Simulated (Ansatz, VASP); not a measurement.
Two plane-wave programs on Zr3ZnN2

```
CELL_PARAMETERS angstrom
2.93226 -5.82058 0.00000
2.93226 5.82058 0.00000
0.00000 0.00000 3.12186
ATOMIC_POSITIONS crystal
Zr 0.77518 0.22482 0.00000
Zr 0.22482 0.77518 0.00000
Zr 0.50000 0.50000 0.50000
Zn 0.00000 0.00000 0.00000
N 0.50000 0.00000 0.50000
N 0.00000 0.50000 0.50000
```

Change from the starting cell: species swapped into the LaAl2Cu3 type (Cmmm, No. 65).

Alike in both runs: functional PBE; k mesh 4 × 4 × 4; occupations gaussian, width 0.1 eV; no spin polarisation.

Ansatz relaxed the structure, and its values are those at the end. VASP's run is a single point on that final structure, the one shown.

```csv
,VASP,Ansatz
version,VASP 6.6.1,Ansatz 0.2.0
potentials or method,"VASP PAW PBE potentials, release 64 (Zr_sv, Zn, N), cutoff 520 eV","scalar-relativistic, plane waves, PAW"
valence electrons in the cell,58,58
```

Ansatz gave:

| Quantity | Value |
| --- | --- |
| gap on the k mesh at the Fermi level (eV) | none |
| pressure (GPa) | 0.1 |
| rms of the force components (eV/Å) | 0.003 |

Problem. Estimate VASP's values.

Solution. gap on the k mesh at the Fermi level (eV): none; pressure (GPa): 0.3; rms of the force components (eV/Å): 0.004.

A gap of «none» marks a metal or a gap that the smearing closes.

The k mesh is coarse, so the values compare programs but aren't converged.
